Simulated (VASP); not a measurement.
# Re (Fd-3m) in VASP: notebook

Runs on Re. Level: revPBE. Tasks: single point.

All numbers are computed with VASP 6.6.1; they aren't measurements. Logs are shortened: lines on timing, memory, paths and dates and some standing lists are left out, and cuts for length are marked.

### Step 1. The cell of the first run

Symmetry: Fd-3m, No. 227, cubic system. Conventional cell: a = 5.434 Å, b = 5.434 Å, c = 5.434 Å, α = 90.00°, β = 90.00°, γ = 90.00°. Within 3.1 Å of Re (site symmetry -43m) lie 4 Re at 2.35 Å.

This isn't the form of Re at room conditions, which is hcp.

### Step 2. Single point, revPBE (20.06 Å³/atom)

Input file INCAR:

```
ALGO = Normal
EDIFF = 1E-7
ENCUT = 520
GGA = RE
ISIF = 2
ISMEAR = -1
LASPH = True
LCHARG = False
LREAL = False
LWAVE = False
NBANDS = 14
NELM = 100
PREC = Accurate
SIGMA = 0.1
```

Input file KPOINTS:

```
k-points
0
Gamma
  11 11 11
```

Input file POSCAR:

```
Re
1.0
    0.0000000000      2.7169153629      2.7169153629
    2.7169153629      0.0000000000      2.7169153629
    2.7169153629      2.7169153629      0.0000000000
Re
2
Direct
    0.1250000000      0.1250000000      0.1250000000
    0.8750000000      0.8750000000      0.8750000000
```

Potentials or basis: VASP PAW PBE potentials, release 64 (Re).

The run is started by

```console
$ cat potpaw_PBE.64/Re/POTCAR > POTCAR
$ mpirun -np 1 vasp_std > vasp.out
```

OUTCAR:

```text
EDIFF = 1E-7
   ENCUT = 520
   GGA = RE
   ISIF = 2
   ISMEAR = -1
   LASPH = True
   LREAL = False
   NELM = 100
   PREC = Accurate

 ion  position               nearest neighbor table
   1  0.125  0.125  0.125-   2 2.35   2 2.35   2 2.35   2 2.35
   2  0.875  0.875  0.875-   1 2.35   1 2.35   1 2.35   1 2.35

  LATTYP: Found a face centered cubic cell.
 ALAT       =     5.4338307258

  Lattice vectors:

 A1 = (   0.0000000000,   2.7169153629,   2.7169153629)
 A2 = (   2.7169153629,   0.0000000000,   2.7169153629)
 A3 = (   2.7169153629,   2.7169153629,   0.0000000000)

Analysis of symmetry for initial positions (statically):
=====================================================================
 Subroutine PRICEL returns:
 Original cell was already a primitive cell.

 Routine SETGRP: Setting up the symmetry group for a
 face centered cubic supercell.

 Subroutine GETGRP returns: Found 48 space group operations
 (whereof 12 operations were pure point group operations)
 out of a pool of 48 trial point group operations.

The static configuration has the point symmetry D_3d.
 The point group associated with its full space group is O_h .

Analysis of symmetry for dynamics (positions and initial velocities):
=====================================================================
 Subroutine PRICEL returns:
 Original cell was already a primitive cell.

 Routine SETGRP: Setting up the symmetry group for a
 face centered cubic supercell.

 Subroutine GETGRP returns: Found 48 space group operations
 (whereof 12 operations were pure point group operations)
 out of a pool of 48 trial point group operations.

The dynamic configuration has the point symmetry D_3d.
 The point group associated with its full space group is O_h .

 Subroutine INISYM returns: Found 48 space group operations
 (whereof 12 operations are pure point group operations),
 and found     1 'primitive' translations

----------------------------------------------------------------------------------------

                                     Primitive cell

  volume of cell :      40.1105

  direct lattice vectors                    reciprocal lattice vectors
     0.000000000  2.716915363  2.716915363    -0.184032233  0.184032233  0.184032233
     2.716915363  0.000000000  2.716915363     0.184032233 -0.184032233  0.184032233
     2.716915363  2.716915363  0.000000000     0.184032233  0.184032233 -0.184032233

  length of vectors
     3.842298554  3.842298554  3.842298554     0.318753177  0.318753177  0.318753177

  position of ions in fractional coordinates (direct lattice)
     0.125000000  0.125000000  0.125000000
     0.875000000  0.875000000  0.875000000

  ion indices of the primitive-cell ions
   primitive index   ion index
                 1           1
                 2           2

----------------------------------------------------------------------------------------

 KPOINTS: k-points

Automatic generation of k-mesh.
 Grid dimensions read from file:
 generate k-points for:   11   11   11

 Generating k-lattice:

  Cartesian coordinates                     Fractional coordinates (reciprocal lattice)
    -0.016730203  0.016730203  0.016730203     0.090909091  0.000000000  0.000000000
     0.016730203 -0.016730203  0.016730203     0.000000000  0.090909091  0.000000000
     0.016730203  0.016730203 -0.016730203     0.000000000  0.000000000  0.090909091

  Length of vectors
     0.028977562  0.028977562  0.028977562

  Shift w.r.t. Gamma in fractional coordinates (k-lattice)
     0.000000000  0.000000000  0.000000000

 Subroutine IBZKPT returns following result:
 ===========================================

 Found     56 irreducible k-points:

 Following reciprocal coordinates:
            Coordinates               Weight
  0.000000  0.000000  0.000000      1.000000
  0.090909  0.000000  0.000000      8.000000
  0.181818  0.000000  0.000000      8.000000
  0.272727  0.000000  0.000000      8.000000
  0.363636  0.000000  0.000000      8.000000
  0.454545  0.000000  0.000000      8.000000
[... 16 lines left out ...]
 -0.272727  0.181818  0.000000     24.000000
 -0.181818  0.181818  0.000000     12.000000
 [... further k-points ...]
   k-points           NKPTS =     56   k-points in BZ     NKDIM =     56   number of bands    NBANDS=     14
   number of dos      NEDOS =    301   number of ions     NIONS =      2
   total plane-waves  NPLWV =  27000
   dimension x,y,z NGX =    30 NGY =   30 NGZ =   30
   dimension x,y,z NGXF=    60 NGYF=   60 NGZF=   60
   ions per type =               2
   NGX,Y,Z   is equivalent  to a cutoff of  12.98, 12.98, 12.98 a.u.
   NGXF,Y,Z  is equivalent  to a cutoff of  25.96, 25.96, 25.96 a.u.
 SYSTEM =  unknown system
   PREC   = accura    normal or accurate (medium, high low for compatibility)
   ISTART =      0    job   : 0-new  1-cont  2-samecut
   ICHARG =      2    charge: 1-file 2-atom 10-const
   ISPIN  =      1    spin polarized calculation?
   LNONCOLLINEAR =      F non collinear calculations
   LSORBIT =      F    spin-orbit coupling
   LASPH  =      T    aspherical Exc in radial PAW
   ENCUT  =  520.0 eV  38.22 Ry    6.18 a.u.   7.14  7.14  7.14*2*pi/ulx,y,z
   NELM   =    100;   NELMIN=  2; NELMDL= -5     # of ELM steps
   EDIFF  = 0.1E-06   stopping-criterion for ELM
   LREAL  =      F    real-space projection
   EDIFFG = 0.1E-05   stopping-criterion for IOM
   NSW    =      0    number of steps for IOM
   IBRION =     -1    ionic relax: 0-MD 1-quasi-New 2-CG
   NFREE  =      0    steps in history (QN), initial steepest desc. (CG)
   ISIF   =      2    stress and relaxation
   ISYM   =      2    0-nonsym 1-usesym 2-fastsym
   POTIM  = 0.5000    time-step for ionic-motion
   TEBEG  =    0.0;   TEEND  =   0.0 temperature during run
   PSTRESS=    0.0 pullay stress
   NELECT =      14.0000    total number of electrons
   NUPDOWN=      -1.0000    fix difference up-down
   EMIN   =  10.00;   EMAX   =-10.00  energy-range for DOS
   EFERMI =   0.00;   METHOD = LEGACY
   ISMEAR =    -1;   SIGMA  =   0.10  broadening in eV -4-tet -1-fermi 0-gaus
   EFERMI_NEDOS =   21; number of points for ismear=-14 and -15
   IALGO  =     38    algorithm
   IMIX   =      4    mixing-type and parameters
     AMIX     =   0.40;   BMIX     =  1.00
     AMIX_MAG =   1.60;   BMIX_MAG =  1.00
  volume/ion in A,a.u.               =      20.06       135.34
  Fermi-wavevector in a.u.,A,eV,Ry     =   1.152652  2.178196 18.076779  1.328606
  Thomas-Fermi vector in A             =   2.289301
   LORBIT       =      0    0 simple, 1 ext, 2 COOP (PROOUT), +10 PAW based schemes
   GGA     = RE    functional components
   LHFCALC =     F    Hartree Fock is set to
   AEXX    =    0.0000 exact exchange contribution
   IVDW    =     0    specifies the selected vdW correction
   LEPSILON=     F    determine dielectric tensor
   LRPA    =     F    only Hartree local field effects (RPA)
 non-spin polarized calculation
  energy-cutoff  :      520.00
  volume of cell :       40.11
 maximum number of plane-waves:      1092
 NGX is ok and might be reduce to    30
   NGX = 15   NGY = 15   NGZ = 15

 number of electron      14.0000002 magnetization

 Free energy of the ion-electron system (eV)
  ---------------------------------------------------
  ext. energy  EPLUGINS =         0.00000000
  ---------------------------------------------------
  free energy    TOTEN  =       -20.51283812 eV

  energy without entropy =      -20.47696721  energy(sigma->0) =      -20.49490267

 E-fermi :   4.5695     XC(G=0): -11.5312

 val. band max:        4.4489188578   @ k =  -0.3636   0.1818   0.0000
 cond. band min:       4.5769614861   @ k =  -0.3636   0.4545   0.1818
 fundamental gap:      0.1280426283
 Fermi energy:         4.5694928128

 k-point     1 :       0.0000    0.0000    0.0000
  band No.  band energies     occupation
      1      -2.8314      2.00000
      2       1.0122      2.00000
      3       1.0122      2.00000
      4       2.0687      2.00000
      5       2.0687      2.00000
      6       2.0687      2.00000
      7       5.2921      0.00145
      8       5.2921      0.00145
      9       5.2921      0.00145
     10       9.3703      0.00000
     11       9.3703      0.00000
     12      16.1980      0.00000
     13      16.8341      0.00000
     14      17.7463      0.00000

 k-point     2 :       0.0909    0.0000    0.0000
  band No.  band energies     occupation
      1      -2.6605      2.00000
      2       0.9276      2.00000
      3       0.9276      2.00000
      4       2.0403      2.00000
      5       2.2298      2.00000
      6       2.2298      2.00000
      7       5.0326      0.01930
      8       5.2595      0.00201
      9       5.2595      0.00201
     10       9.3444      0.00000
     11       9.3444      0.00000
     12      15.7449      0.00000
     13      17.0378      0.00000
     14      17.8362      0.00000

 k-point     3 :       0.1818    0.0000    0.0000
  band No.  band energies     occupation
      1      -2.1724      2.00000
      2       0.8216      2.00000
      3       0.8216      2.00000
      4       1.9716      2.00000
      5       2.4854      2.00000
      6       2.4854      2.00000
      7       4.4077      1.66900
      8       5.2544      0.00212
      9       5.2544      0.00212
     10       9.2522      0.00000
     11       9.2522      0.00000
     12      15.1581      0.00000
     13      15.7382      0.00000
     14      17.9813      0.00000
[... 324 lines left out ...]
 k-point    23 :      -0.2727    0.1818    0.0000
  band No.  band energies     occupation
      1      -0.4824      2.00000
      2       0.5705      2.00000
      3       1.1272      2.00000
      4       1.2797      2.00000
      5       2.1513      2.00000
      6       3.3308      1.99999
      7       4.2599      1.91342
      8       4.7671      0.24338
      9       6.4202      0.00000
     10       7.4152      0.00000
     11       9.6034      0.00000
     12      11.4962      0.00000
     13      13.3455      0.00000
     14      16.1420      0.00000

 k-point    24 :      -0.1818    0.1818    0.0000
  band No.  band energies     occupation
      1      -1.1931      2.00000
      2       0.4786      2.00000
      3       1.1707      2.00000
      4       1.5621      2.00000
      5       2.2062      2.00000
      6       3.2770      2.00000
      7       4.1302      1.97557
      8       4.7127      0.38544
      9       5.9222      0.00000
     10       8.0514      0.00000
     11       9.6799      0.00000
     12      13.5819      0.00000
     13      14.1035      0.00000
     14      15.8557      0.00000

 [... further k-points ...]

------------------------ aborting loop because EDIFF is reached ----------------------------------------

  FORCE on cell =-STRESS in cart. coord.  units (eV):
  Direction    XX          YY          ZZ          XY          YZ          ZX
  --------------------------------------------------------------------------------------
  -------------------------------------------------------------------------------------
  Total        6.4748228      6.4748228      6.4748228      0.0000000      0.0000000      0.0000000
  in kB      258.6307424    258.6307424    258.6307424      0.0000000      0.0000000      0.0000000
  external PRESSURE =     258.6307424 kB  Pullay stress =       0.0000000 kB

 VOLUME and BASIS-vectors are now :
 -----------------------------------------------------------------------------
  energy-cutoff  :      520.00
  volume of cell :       40.11
      direct lattice vectors                 reciprocal lattice vectors
     0.000000000  2.716915363  2.716915363    -0.184032233  0.184032233  0.184032233
     2.716915363  0.000000000  2.716915363     0.184032233 -0.184032233  0.184032233
     2.716915363  2.716915363  0.000000000     0.184032233  0.184032233 -0.184032233

 POSITION                                       TOTAL-FORCE (eV/Angst)
 -----------------------------------------------------------------------------------
      0.67923      0.67923      0.67923        -0.000000     -0.000000     -0.000000
      4.75460      4.75460      4.75460         0.000000      0.000000      0.000000
 -----------------------------------------------------------------------------------
    total drift:                               -0.000000      0.000000      0.000000

  FREE ENERGIE OF THE ION-ELECTRON SYSTEM (eV)
  ---------------------------------------------------
  free  energy   TOTEN  =       -20.5128381190 eV

  energy  without entropy=      -20.4769672145  energy(sigma->0) =      -20.49490267
```

It took 42 s on 1 thread of AMD EPYC 7R43 (Zen 3), shared host; peak memory 0.14 GiB.

What came out:

```
Free energy            : -20.5128 eV
Pressure               : 25.9 GPa
Band gap on the k mesh : zero (bands 7 and 8 overlap by 1.27 eV)
```

Caveat: the cell stands under pressure; the PAW data sets were made with another functional, which shifts forces and pressure a little; spin-orbit coupling is left out, which moves the levels of the heavy elements.

(Part 1 of 2 ends here.)

The gap in the log of VASP goes by the Fermi energy; the results here count the filled bands.